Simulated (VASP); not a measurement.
# Nd4O (Pm-3m) in VASP: single point with PBE

Aim: the single point of Nd4O with PBE.

Program: VASP 6.6.1. These are calculated values, not measurements. Logs are shortened: lines on timing, memory, paths and dates and some standing lists are left out, and cuts for length are marked.

## (1) The cell of the first run

Symmetry: Pm-3m, No. 221, cubic system. The conventional cell has a = 5.735 Å, b = 5.735 Å, c = 5.735 Å, α = 90.00°, β = 90.00°, γ = 90.00°. Within 3.8 Å of Nd (site symmetry m-3m) lie 6 Nd at 2.87 Å. Within 3.8 Å of Nd (site symmetry 4/mmm) lie 2 Nd at 2.87 Å. O (site symmetry m-3m) has 20 Nd at 4.05 to 4.97 Å within 5.3 Å.

## (2) Single point, PBE

POSCAR reads:

```
Nd4O
1.0
    5.7345558691      0.0000000000      0.0000000000
    0.0000000000      5.7345558691      0.0000000000
    0.0000000000      0.0000000000      5.7345558691
Nd O
4 1
Direct
    0.5000000000      0.5000000000      0.5000000000
    0.0000000000      0.5000000000      0.5000000000
    0.5000000000      0.0000000000      0.5000000000
    0.5000000000      0.5000000000      0.0000000000
    0.0000000000      0.0000000000      0.0000000000
```

INCAR.step1 reads:

```
PREC     = Accurate       # precision mode
ENCUT    = 520            # plane-wave cutoff, eV
EDIFF    = 1E-6           # SCF threshold, eV
ISMEAR   = 0              # smearing method
SIGMA    = 0.1            # smearing width, eV
LREAL    = False          # projectors in reciprocal space
LASPH    = True           # aspherical terms in the spheres
NELM     = 200            # most SCF steps
ALGO     = Normal         # electronic algorithm
ISIF     = 2              # what is computed and relaxed
LWAVE    = False          # write WAVECAR
LCHARG   = True           # write CHGCAR
LMAXMIX  = 6              # l up to which the mixer works
GGA      = PE             # functional
NBANDS   = 33             # bands
GGA_COMPAT= False        
NEDOS    = 2001           # points of the DOS
LORBIT   = 11             # projections on sites
```

KPOINTS.step1 reads:

```
Automatic mesh
0
Gamma
  8 8 8
```

INCAR.step2 reads:

```
PREC     = Accurate       # precision mode
ENCUT    = 520            # plane-wave cutoff, eV
EDIFF    = 1E-6           # SCF threshold, eV
ISMEAR   = -5             # smearing method
SIGMA    = 0.1            # smearing width, eV
LREAL    = False          # projectors in reciprocal space
LASPH    = True           # aspherical terms in the spheres
NELM     = 200            # most SCF steps
ALGO     = Normal         # electronic algorithm
ISIF     = 2              # what is computed and relaxed
LWAVE    = False          # write WAVECAR
LCHARG   = False          # write CHGCAR
LMAXMIX  = 6              # l up to which the mixer works
GGA      = PE             # functional
LORBIT   = 11             # projections on sites
NBANDS   = 33             # bands
NEDOS    = 2001           # points of the DOS
ICHARG   = 11             # starting density
GGA_COMPAT= False
```

KPOINTS.step2 reads:

```
Automatic mesh
0
Gamma
  12 12 12
```

Potentials or basis: VASP PAW PBE potentials, release 64 (Nd_3, O), 4f in core.

On the command line:

```bash
cat potpaw_PBE.64/Nd_3/POTCAR potpaw_PBE.64/O/POTCAR > POTCAR
cp INCAR.step1 INCAR
cp KPOINTS.step1 KPOINTS
mpirun -np 1 vasp_std > vasp.out
cp INCAR.step2 INCAR
cp KPOINTS.step2 KPOINTS
mpirun -np 1 vasp_std > vasp.out
```

OUTCAR:

```text
PREC = Accurate
   ENCUT = 520
   EDIFF = 1E-6
   ISMEAR = -5
   LREAL = False
   LASPH = True
   NELM = 200
   ISIF = 2
   GGA = PE
   LORBIT = 11
   ICHARG = 11

 ion  position               nearest neighbor table
   1  0.500  0.500  0.500-   2 2.87   3 2.87   4 2.87   4 2.87   3 2.87   2 2.87
   2  0.000  0.500  0.500-   1 2.87   1 2.87
   3  0.500  0.000  0.500-   1 2.87   1 2.87
   4  0.500  0.500  0.000-   1 2.87   1 2.87
   5  0.000  0.000  0.000-

  LATTYP: Found a simple cubic cell.
 ALAT       =     5.7345558691

  Lattice vectors:

 A1 = (   5.7345558691,   0.0000000000,   0.0000000000)
 A2 = (   0.0000000000,   5.7345558691,   0.0000000000)
 A3 = (   0.0000000000,   0.0000000000,   5.7345558691)

Analysis of symmetry for initial positions (statically):
=====================================================================
 Subroutine PRICEL returns:
 Original cell was already a primitive cell.

 Routine SETGRP: Setting up the symmetry group for a
 simple cubic supercell.

 Subroutine GETGRP returns: Found 48 space group operations
 (whereof 48 operations were pure point group operations)
 out of a pool of 48 trial point group operations.

The static configuration has the point symmetry O_h .

Analysis of symmetry for dynamics (positions and initial velocities):
=====================================================================
 Subroutine PRICEL returns:
 Original cell was already a primitive cell.

 Routine SETGRP: Setting up the symmetry group for a
 simple cubic supercell.

 Subroutine GETGRP returns: Found 48 space group operations
 (whereof 48 operations were pure point group operations)
 out of a pool of 48 trial point group operations.

The dynamic configuration has the point symmetry O_h .

 Subroutine INISYM returns: Found 48 space group operations
 (whereof 48 operations are pure point group operations),
 and found     1 'primitive' translations

----------------------------------------------------------------------------------------

                                     Primitive cell

  volume of cell :     188.5816

  direct lattice vectors                    reciprocal lattice vectors
     5.734555869  0.000000000  0.000000000     0.174381421  0.000000000  0.000000000
     0.000000000  5.734555869  0.000000000     0.000000000  0.174381421  0.000000000
     0.000000000  0.000000000  5.734555869     0.000000000  0.000000000  0.174381421

  length of vectors
     5.734555869  5.734555869  5.734555869     0.174381421  0.174381421  0.174381421

  position of ions in fractional coordinates (direct lattice)
     0.500000000  0.500000000  0.500000000
     0.000000000  0.500000000  0.500000000
     0.500000000  0.000000000  0.500000000
     0.500000000  0.500000000  0.000000000
     0.000000000  0.000000000  0.000000000

  ion indices of the primitive-cell ions
   primitive index   ion index
                 1           1
                 2           2
                 3           3
                 4           4
                 5           5

----------------------------------------------------------------------------------------

 KPOINTS: Automatic mesh

Automatic generation of k-mesh.
 Grid dimensions read from file:
 generate k-points for:   12   12   12

 Generating k-lattice:

  Cartesian coordinates                     Fractional coordinates (reciprocal lattice)
     0.014531785  0.000000000  0.000000000     0.083333333  0.000000000  0.000000000
     0.000000000  0.014531785  0.000000000     0.000000000  0.083333333  0.000000000
     0.000000000  0.000000000  0.014531785     0.000000000  0.000000000  0.083333333

  Length of vectors
     0.014531785  0.014531785  0.014531785

  Shift w.r.t. Gamma in fractional coordinates (k-lattice)
     0.000000000  0.000000000  0.000000000

 TETIRR: Found    854 inequivalent tetrahedra from    10368

 Subroutine IBZKPT returns following result:
 ===========================================

 Found     84 irreducible k-points:

 Following reciprocal coordinates:
            Coordinates               Weight
  0.000000  0.000000  0.000000      1.000000
  0.083333  0.000000  0.000000      6.000000
  0.166667  0.000000  0.000000      6.000000
  0.250000  0.000000  0.000000      6.000000
  0.333333  0.000000  0.000000      6.000000
  0.416667  0.000000  0.000000      6.000000
[... 16 lines left out ...]
  0.333333  0.333333  0.000000     12.000000
  0.416667  0.333333  0.000000     24.000000
 [... further k-points ...]
   k-points           NKPTS =     84   k-points in BZ     NKDIM =     84   number of bands    NBANDS=     33
   number of dos      NEDOS =   2001   number of ions     NIONS =      5
   total plane-waves  NPLWV = 110592
   dimension x,y,z NGX =    48 NGY =   48 NGZ =   48
   dimension x,y,z NGXF=    96 NGYF=   96 NGZF=   96
   ions per type =               4   1
   NGX,Y,Z   is equivalent  to a cutoff of  13.92, 13.92, 13.92 a.u.
   NGXF,Y,Z  is equivalent  to a cutoff of  27.83, 27.83, 27.83 a.u.
 SYSTEM =  unknown system
   PREC   = accura    normal or accurate (medium, high low for compatibility)
   ISTART =      0    job   : 0-new  1-cont  2-samecut
   ICHARG =     11    charge: 1-file 2-atom 10-const
   ISPIN  =      1    spin polarized calculation?
   LNONCOLLINEAR =      F non collinear calculations
   LSORBIT =      F    spin-orbit coupling
   LASPH  =      T    aspherical Exc in radial PAW
   ENCUT  =  520.0 eV  38.22 Ry    6.18 a.u.  10.66 10.66 10.66*2*pi/ulx,y,z
   NELM   =    200;   NELMIN=  2; NELMDL=  0     # of ELM steps
   EDIFF  = 0.1E-05   stopping-criterion for ELM
   LREAL  =      F    real-space projection
   EDIFFG = 0.1E-04   stopping-criterion for IOM
   NSW    =      0    number of steps for IOM
   IBRION =     -1    ionic relax: 0-MD 1-quasi-New 2-CG
   NFREE  =      0    steps in history (QN), initial steepest desc. (CG)
   ISIF   =      2    stress and relaxation
   ISYM   =      2    0-nonsym 1-usesym 2-fastsym
   POTIM  = 0.5000    time-step for ionic-motion
   TEBEG  =    0.0;   TEEND  =   0.0 temperature during run
   PSTRESS=    0.0 pullay stress
   NELECT =      50.0000    total number of electrons
   NUPDOWN=      -1.0000    fix difference up-down
   EMIN   =  10.00;   EMAX   =-10.00  energy-range for DOS
   EFERMI =   0.00;   METHOD = LEGACY
   ISMEAR =    -5;   SIGMA  =   0.10  broadening in eV -4-tet -1-fermi 0-gaus
   EFERMI_NEDOS =   21; number of points for ismear=-14 and -15
   IALGO  =     38    algorithm
   IMIX   =      4    mixing-type and parameters
     AMIX     =   0.40;   BMIX     =  1.00
     AMIX_MAG =   1.60;   BMIX_MAG =  1.00
  volume/ion in A,a.u.               =      37.72       254.52
  Fermi-wavevector in a.u.,A,eV,Ry     =   1.051716  1.987455 15.049486  1.106106
  Thomas-Fermi vector in A             =   2.186770
   LORBIT       =     11    0 simple, 1 ext, 2 COOP (PROOUT), +10 PAW based schemes
   GGA     = PE    functional components
   LHFCALC =     F    Hartree Fock is set to
   AEXX    =    0.0000 exact exchange contribution
   IVDW    =     0    specifies the selected vdW correction
   LEPSILON=     F    determine dielectric tensor
   LRPA    =     F    only Hartree local field effects (RPA)
 non-spin polarized calculation
 Fermi weights with tetrahedron method with Bloechl corrections
  energy-cutoff  :      520.00
  volume of cell :      188.58
 maximum number of plane-waves:      5112
 NGX is ok and might be reduce to    48

 number of electron      50.0000005 magnetization

 Free energy of the ion-electron system (eV)
  ---------------------------------------------------
  ext. energy  EPLUGINS =         0.00000000
  ---------------------------------------------------
  free energy    TOTEN  =       -18.63981603 eV

  energy without entropy =      -18.63981603  energy(sigma->0) =      -18.63981603

 E-fermi :   1.6726     XC(G=0):  -8.4233

 val. band max:        1.7038492386   @ k =   0.5000   0.5000   0.0000
 cond. band min:       1.6530298587   @ k =   0.0833   0.0000   0.0000
 fundamental gap:     -0.0508193799
 Fermi energy:         1.6725660580

 k-point     1 :       0.0000    0.0000    0.0000
  band No.  band energies     occupation
      1     -37.0968      2.00000
      2     -36.9533      2.00000
      3     -36.9533      2.00000
      4     -35.0830      2.00000
      5     -19.2958      2.00000
      6     -19.2958      2.00000
[... 25 lines left out ...]
     32       3.8859      0.00000
     33       5.2123      0.00000

 k-point     2 :       0.0833    0.0000    0.0000
  band No.  band energies     occupation
      1     -37.0942      2.00000
      2     -36.9540      2.00000
      3     -36.9533      2.00000
      4     -35.0864      2.00000
      5     -19.2940      2.00000
      6     -19.2940      2.00000
[... 25 lines left out ...]
     32       3.8897      0.00000
     33       4.8796      0.00000
[... 754 lines left out ...]
     32       3.1901      0.00000
     33       3.9120      0.00000

 k-point    24 :       0.4167    0.3333    0.0000
  band No.  band energies     occupation
      1     -37.0226      2.00000
      2     -36.9678      2.00000
      3     -36.9622      2.00000
      4     -35.1689      2.00000
      5     -19.2482      2.00000
      6     -18.6303      2.00000
[... 25 lines left out ...]
     32       3.1689      0.00000
     33       3.9748      0.00000

 [... further k-points ...]

------------------------ aborting loop because EDIFF is reached ----------------------------------------

  FORCE on cell =-STRESS in cart. coord.  units (eV):
  Direction    XX          YY          ZZ          XY          YZ          ZX
  --------------------------------------------------------------------------------------
  -------------------------------------------------------------------------------------
  Total        0.5305719      0.5305719      0.5305719      0.0000000     -0.0000000     -0.0000000
  in kB        4.5077045      4.5077045      4.5077045      0.0000000     -0.0000000     -0.0000000
  external PRESSURE =       4.5077045 kB  Pullay stress =       0.0000000 kB

 VOLUME and BASIS-vectors are now :
 -----------------------------------------------------------------------------
  energy-cutoff  :      520.00
  volume of cell :      188.58
      direct lattice vectors                 reciprocal lattice vectors
     5.734555869  0.000000000  0.000000000     0.174381421  0.000000000  0.000000000
     0.000000000  5.734555869  0.000000000     0.000000000  0.174381421  0.000000000
     0.000000000  0.000000000  5.734555869     0.000000000  0.000000000  0.174381421

 POSITION                                       TOTAL-FORCE (eV/Angst)
 -----------------------------------------------------------------------------------
      2.86728      2.86728      2.86728         0.000000      0.000000      0.000000
      0.00000      2.86728      2.86728         0.000000      0.000000      0.000000
      2.86728      0.00000      2.86728         0.000000      0.000000      0.000000
      2.86728      2.86728      0.00000         0.000000      0.000000      0.000000
      0.00000      0.00000      0.00000         0.000000      0.000000      0.000000
 -----------------------------------------------------------------------------------
    total drift:                                0.000000     -0.000000     -0.000000

  FREE ENERGIE OF THE ION-ELECTRON SYSTEM (eV)
  ---------------------------------------------------
  free  energy   TOTEN  =       -18.6398160257 eV

  energy  without entropy=      -18.6398160257  energy(sigma->0) =      -18.63981603

 total charge

# of ion       s       p       d       tot
------------------------------------------
    1        2.135   5.710   1.975   9.820
    2        2.134   5.768   1.006   8.908
    3        2.134   5.768   1.006   8.908
    4        2.134   5.768   1.006   8.908
    5        1.601   3.067   0.000   4.669
--------------------------------------------------
tot         10.138  26.082   4.992  41.212
```

It took 5.5 min on 1 thread of Intel Xeon 6975P-C (Granite Rapids), shared host; peak memory 0.58 GiB.

Results:

* Valence electrons inside the program's atomic spheres: Nd 9.82, 8.91 (each value once); O 4.67

Caveat: spin-orbit coupling is left out, which moves the levels of the heavy elements; the 4f electrons are frozen in the core, so they carry no moment and show no levels; the run has no spin polarisation, though such a crystal can be magnetic; tetrahedron occupations give inexact forces and stress in metals. Spin polarisation is off, so any magnetic state and its effect on volume and gap are missing.
